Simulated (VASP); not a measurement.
# RbTe2W2 (I4/mmm) in VASP: single point with PBE

Aim: the single point of RbTe2W2 with PBE.

Everything below comes from runs of VASP 6.6.1. Logs are shortened: lines on timing, memory, paths and dates and some standing lists are left out, and cuts for length are marked.

### 1 The cell of the first run

It takes space group I4/mmm (No. 139, tetragonal). Conventional cell: a = 4.021 Å, b = 4.021 Å, c = 17.058 Å, α = 90.00°, β = 90.00°, γ = 90.00°. Rb (site symmetry 4/mmm) has 8 Te at 3.70 Å and 4 Rb at 4.02 Å and 8 W at 4.71 Å within 4.9 Å. Within 3.7 Å of Te (site symmetry 4mm) lie 4 W at 2.77 Å and 4 Rb at 3.70 Å. W (site symmetry -4m2) has 4 Te at 2.77 Å and 4 W at 2.84 Å within 3.6 Å.

The cell was built from a structure type or drawn by symmetry, and may not be a known phase.

### 2 Single point, PBE

The input, INCAR:

```
ALGO = Fast ; EDIFF = 1E-6
ENCUT = 520 ; GGA = PE
ISIF = 2 ; ISMEAR = 0
LASPH = True ; LCHARG = False
LREAL = False ; LWAVE = False
NBANDS = 32 ; NELM = 80
PREC = Accurate ; SIGMA = 0.1
```

The input, KPOINTS:

```
k-points
0
Gamma
  6 6 6
```

The input, POSCAR:

```
RbTe2W2
1.0
   -2.0106511444      2.0106511444      8.5289673281
    2.0106511444     -2.0106511444      8.5289673281
    2.0106511444      2.0106511444     -8.5289673281
Rb Te W
1 2 2
Direct
    0.0000000000      0.0000000000      0.0000000000
    0.3614181789      0.3614181789      0.0000000000
    0.6385818211      0.6385818211      0.0000000000
    0.2500000000      0.7500000000      0.5000000000
    0.7500000000      0.2500000000      0.5000000000
```

Potentials or basis: VASP PAW PBE potentials, release 64 (Rb_sv, Te, W_sv).

On the command line:

```bash
$ cat potpaw_PBE.64/Rb_sv/POTCAR potpaw_PBE.64/Te/POTCAR potpaw_PBE.64/W_sv/POTCAR > POTCAR
$ mpirun -np 1 vasp_std > vasp.out
```

OUTCAR:

```text
EDIFF = 1E-6
   ENCUT = 520
   GGA = PE
   ISIF = 2
   ISMEAR = 0
   LASPH = True
   LREAL = False
   NELM = 80
   PREC = Accurate

 ion  position               nearest neighbor table
   1  0.000  0.000  0.000-   3 3.70   3 3.70   3 3.70   2 3.70   3 3.70   2 3.70   2 3.70   2 3.70

   2  0.361  0.361  0.000-   4 2.77   5 2.77   4 2.77   5 2.77   1 3.70   1 3.70   1 3.70   1 3.70

   3  0.639  0.639  0.000-   4 2.77   5 2.77   4 2.77   5 2.77   1 3.70   1 3.70   1 3.70   1 3.70

   4  0.250  0.750  0.500-   2 2.77   3 2.77   2 2.77   3 2.77   5 2.84   5 2.84   5 2.84   5 2.84

   5  0.750  0.250  0.500-   2 2.77   3 2.77   2 2.77   3 2.77   4 2.84   4 2.84   4 2.84   4 2.84

  LATTYP: Found a body centered tetragonal cell.
 ALAT       =     4.0213022888
 C/A-ratio  =     4.2418931558

  Lattice vectors:

 A1 = (  -2.0106511444,   2.0106511444,   8.5289673281)
 A2 = (   2.0106511444,  -2.0106511444,   8.5289673281)
 A3 = (   2.0106511444,   2.0106511444,  -8.5289673281)

Analysis of symmetry for initial positions (statically):
=====================================================================
 Subroutine PRICEL returns:
 Original cell was already a primitive cell.

 Routine SETGRP: Setting up the symmetry group for a
 body centered tetragonal supercell.

 Subroutine GETGRP returns: Found 16 space group operations
 (whereof 16 operations were pure point group operations)
 out of a pool of 16 trial point group operations.

The static configuration has the point symmetry D_4h.

Analysis of symmetry for dynamics (positions and initial velocities):
=====================================================================
 Subroutine PRICEL returns:
 Original cell was already a primitive cell.

 Routine SETGRP: Setting up the symmetry group for a
 body centered tetragonal supercell.

 Subroutine GETGRP returns: Found 16 space group operations
 (whereof 16 operations were pure point group operations)
 out of a pool of 16 trial point group operations.

The dynamic configuration has the point symmetry D_4h.

 Subroutine INISYM returns: Found 16 space group operations
 (whereof 16 operations are pure point group operations),
 and found     1 'primitive' translations

----------------------------------------------------------------------------------------

                                     Primitive cell

  volume of cell :     137.9208

  direct lattice vectors                    reciprocal lattice vectors
    -2.010651144  2.010651144  8.528967328     0.000000000  0.248675660  0.058623744
     2.010651144 -2.010651144  8.528967328     0.248675660  0.000000000  0.058623744
     2.010651144  2.010651144 -8.528967328     0.248675660  0.248675660  0.000000000

  length of vectors
     8.990479394  8.990479394  8.990479394     0.255492323  0.255492323  0.351680491

  position of ions in fractional coordinates (direct lattice)
     0.000000000  0.000000000  0.000000000
     0.361418179  0.361418179  0.000000000
     0.638581821  0.638581821  0.000000000
     0.250000000  0.750000000  0.500000000
     0.750000000  0.250000000  0.500000000

  ion indices of the primitive-cell ions
   primitive index   ion index
                 1           1
                 2           2
                 3           3
                 4           4
                 5           5

----------------------------------------------------------------------------------------

 KPOINTS: k-points

Automatic generation of k-mesh.
 Grid dimensions read from file:
 generate k-points for:    6    6    6

 Generating k-lattice:

  Cartesian coordinates                     Fractional coordinates (reciprocal lattice)
     0.000000000  0.041445943  0.009770624     0.166666667  0.000000000 -0.000000000
     0.041445943  0.000000000  0.009770624     0.000000000  0.166666667 -0.000000000
     0.041445943  0.041445943  0.000000000     0.000000000  0.000000000  0.166666667

  Length of vectors
     0.042582054  0.042582054  0.058613415

  Shift w.r.t. Gamma in fractional coordinates (k-lattice)
     0.000000000  0.000000000  0.000000000

 Subroutine IBZKPT returns following result:
 ===========================================

 Found     30 irreducible k-points:

 Following reciprocal coordinates:
            Coordinates               Weight
  0.000000  0.000000  0.000000      1.000000
  0.166667  0.000000  0.000000      8.000000
  0.333333  0.000000 -0.000000      8.000000
  0.500000  0.000000  0.000000      4.000000
  0.166667  0.166667  0.000000      8.000000
  0.333333  0.166667 -0.000000     16.000000
[... 16 lines left out ...]
 -0.333333 -0.333333  0.166667      8.000000
 -0.166667 -0.333333  0.166667      8.000000
 [... further k-points ...]
   k-points           NKPTS =     30   k-points in BZ     NKDIM =     30   number of bands    NBANDS=     32
   number of dos      NEDOS =    301   number of ions     NIONS =      5
   total plane-waves  NPLWV = 343000
   dimension x,y,z NGX =    70 NGY =   70 NGZ =   70
   dimension x,y,z NGXF=   140 NGYF=  140 NGZF=  140
   ions per type =               1   2   2
   NGX,Y,Z   is equivalent  to a cutoff of  12.94, 12.94, 12.94 a.u.
   NGXF,Y,Z  is equivalent  to a cutoff of  25.89, 25.89, 25.89 a.u.
 SYSTEM =  unknown system
   PREC   = accura    normal or accurate (medium, high low for compatibility)
   ISTART =      0    job   : 0-new  1-cont  2-samecut
   ICHARG =      2    charge: 1-file 2-atom 10-const
   ISPIN  =      1    spin polarized calculation?
   LNONCOLLINEAR =      F non collinear calculations
   LSORBIT =      F    spin-orbit coupling
   LASPH  =      T    aspherical Exc in radial PAW
   ENCUT  =  520.0 eV  38.22 Ry    6.18 a.u.  16.72 16.72 16.72*2*pi/ulx,y,z
   NELM   =     80;   NELMIN=  2; NELMDL= -5     # of ELM steps
   EDIFF  = 0.1E-05   stopping-criterion for ELM
   LREAL  =      F    real-space projection
   EDIFFG = 0.1E-04   stopping-criterion for IOM
   NSW    =      0    number of steps for IOM
   IBRION =     -1    ionic relax: 0-MD 1-quasi-New 2-CG
   NFREE  =      0    steps in history (QN), initial steepest desc. (CG)
   ISIF   =      2    stress and relaxation
   ISYM   =      2    0-nonsym 1-usesym 2-fastsym
   POTIM  = 0.5000    time-step for ionic-motion
   TEBEG  =    0.0;   TEEND  =   0.0 temperature during run
   PSTRESS=    0.0 pullay stress
   NELECT =      49.0000    total number of electrons
   NUPDOWN=      -1.0000    fix difference up-down
   EMIN   =  10.00;   EMAX   =-10.00  energy-range for DOS
   EFERMI =   0.00;   METHOD = LEGACY
   ISMEAR =     0;   SIGMA  =   0.10  broadening in eV -4-tet -1-fermi 0-gaus
   EFERMI_NEDOS =   21; number of points for ismear=-14 and -15
   IALGO  =     68    algorithm
   IMIX   =      4    mixing-type and parameters
     AMIX     =   0.40;   BMIX     =  1.00
     AMIX_MAG =   1.60;   BMIX_MAG =  1.00
  volume/ion in A,a.u.               =      27.58       186.15
  Fermi-wavevector in a.u.,A,eV,Ry     =   1.159481  2.191101 18.291614  1.344396
  Thomas-Fermi vector in A             =   2.296073
   LORBIT       =      0    0 simple, 1 ext, 2 COOP (PROOUT), +10 PAW based schemes
   GGA     = PE    functional components
   LHFCALC =     F    Hartree Fock is set to
   AEXX    =    0.0000 exact exchange contribution
   IVDW    =     0    specifies the selected vdW correction
   LEPSILON=     F    determine dielectric tensor
   LRPA    =     F    only Hartree local field effects (RPA)
 non-spin polarized calculation
 RMM-DIIS sequential band-by-band and
 Gauss-broadening in eV      SIGMA  =   0.10
  energy-cutoff  :      520.00
  volume of cell :      137.92
 maximum number of plane-waves:      3759
 NGX is ok and might be reduce to    70
   NGX = 33   NGY = 33   NGZ = 33

 number of electron      49.0000002 magnetization

 Free energy of the ion-electron system (eV)
  ---------------------------------------------------
  ext. energy  EPLUGINS =         0.00000000
  ---------------------------------------------------
  free energy    TOTEN  =       -32.24704297 eV

  energy without entropy =      -32.21429064  energy(sigma->0) =      -32.23066680

 E-fermi :   7.1489     XC(G=0):  -9.8201

 val. band max:        7.1362146727   @ k =  -0.1667   0.5000   0.1667
 cond. band min:       7.1708647201   @ k =   0.5000   0.1667   0.0000
 fundamental gap:      0.0346500473
 Fermi energy:         7.1489274906

 k-point     1 :       0.0000    0.0000    0.0000
  band No.  band energies     occupation
      1     -67.4874      2.00000
      2     -67.4138      2.00000
      3     -31.9416      2.00000
      4     -31.9416      2.00000
      5     -31.7941      2.00000
      6     -31.6459      2.00000
[... 24 lines left out ...]
     31       9.4491      0.00000
     32       9.8271      0.00000

 k-point     2 :       0.1667    0.0000    0.0000
  band No.  band energies     occupation
      1     -67.4825      2.00000
      2     -67.4187      2.00000
      3     -31.9100      2.00000
      4     -31.9058      2.00000
      5     -31.7835      2.00000
      6     -31.6553      2.00000
[... 24 lines left out ...]
     31       9.7800      0.00000
     32      10.1544      0.00000

 k-point     3 :       0.3333    0.0000   -0.0000
  band No.  band energies     occupation
      1     -67.4689      2.00000
      2     -67.4321      2.00000
      3     -31.8200      2.00000
      4     -31.8070      2.00000
      5     -31.7548      2.00000
      6     -31.6813      2.00000
[... 24 lines left out ...]
     31       9.0942      0.00000
     32       9.8042      0.00000

 k-point     4 :       0.5000    0.0000    0.0000
  band No.  band energies     occupation
      1     -67.4505      2.00000
      2     -67.4505      2.00000
      3     -31.7188      2.00000
      4     -31.7188      2.00000
      5     -31.6858      2.00000
      6     -31.6858      2.00000
[... 654 lines left out ...]
     31       8.7613      0.00000
     32       9.7555      0.00000

 k-point    23 :      -0.3333   -0.3333    0.1667
  band No.  band energies     occupation
      1     -67.4782      2.00000
      2     -67.4229      2.00000
      3     -31.9630      2.00000
      4     -31.7936      2.00000
      5     -31.7743      2.00000
      6     -31.6633      2.00000
[... 24 lines left out ...]
     31       9.4932      0.00000
     32      10.1271      0.00000

 k-point    24 :      -0.1667   -0.3333    0.1667
  band No.  band energies     occupation
      1     -67.4825      2.00000
      2     -67.4187      2.00000
      3     -31.9100      2.00000
      4     -31.9058      2.00000
      5     -31.7835      2.00000
      6     -31.6553      2.00000
[... 24 lines left out ...]
     31       9.6354      0.00000
     32      10.1521      0.00000

 [... further k-points ...]
[... 5 lines left out ...]
  --------------------------------------------------------------------------------------
  -------------------------------------------------------------------------------------
  Total       -0.1325840     -0.1325840     -0.0168307      0.0000000     -0.0000000      0.0000000
  in kB       -1.5401813     -1.5401813     -0.1955157      0.0000000     -0.0000000      0.0000000
  external PRESSURE =      -1.0919594 kB  Pullay stress =       0.0000000 kB

 VOLUME and BASIS-vectors are now :
 -----------------------------------------------------------------------------
  energy-cutoff  :      520.00
  volume of cell :      137.92
      direct lattice vectors                 reciprocal lattice vectors
    -2.010651144  2.010651144  8.528967328     0.000000000  0.248675660  0.058623744
     2.010651144 -2.010651144  8.528967328     0.248675660  0.000000000  0.058623744
     2.010651144  2.010651144 -8.528967328     0.248675660  0.248675660  0.000000000

 POSITION                                       TOTAL-FORCE (eV/Angst)
 -----------------------------------------------------------------------------------
      0.00000      0.00000      0.00000         0.000000      0.000000     -0.000000
      0.00000      0.00000      6.16505         0.000000      0.000000     -0.020284
      0.00000      0.00000     10.89289        -0.000000     -0.000000      0.020284
      2.01065      0.00000      4.26448         0.000000      0.000000     -0.000000
      0.00000      2.01065      4.26448         0.000000      0.000000      0.000000
 -----------------------------------------------------------------------------------
    total drift:                               -0.000000     -0.000000      0.000000

  FREE ENERGIE OF THE ION-ELECTRON SYSTEM (eV)
  ---------------------------------------------------
  free  energy   TOTEN  =       -32.2470429670 eV

  energy  without entropy=      -32.2142906406  energy(sigma->0) =      -32.23066680
```

It took 32 min on 1 thread of Intel Xeon Platinum 8488C (Sapphire Rapids), shared host; peak memory 0.79 GiB.

Results:

- Free energy: -32.2470 eV
- Pressure: -0.1 GPa
- Largest force: 0.020 eV/Å
- Band gap on the k mesh: zero (an odd number of electrons rules out a gap without spin polarisation)

Forces on the atoms (eV/Å):
```
Rb   0.000  0.000  0.000
Te   0.000  0.000 -0.020
Te   0.000  0.000  0.020
W    0.000  0.000  0.000
W    0.000  0.000  0.000
```

Caveat: spin-orbit coupling is left out, which moves the levels of the heavy elements.
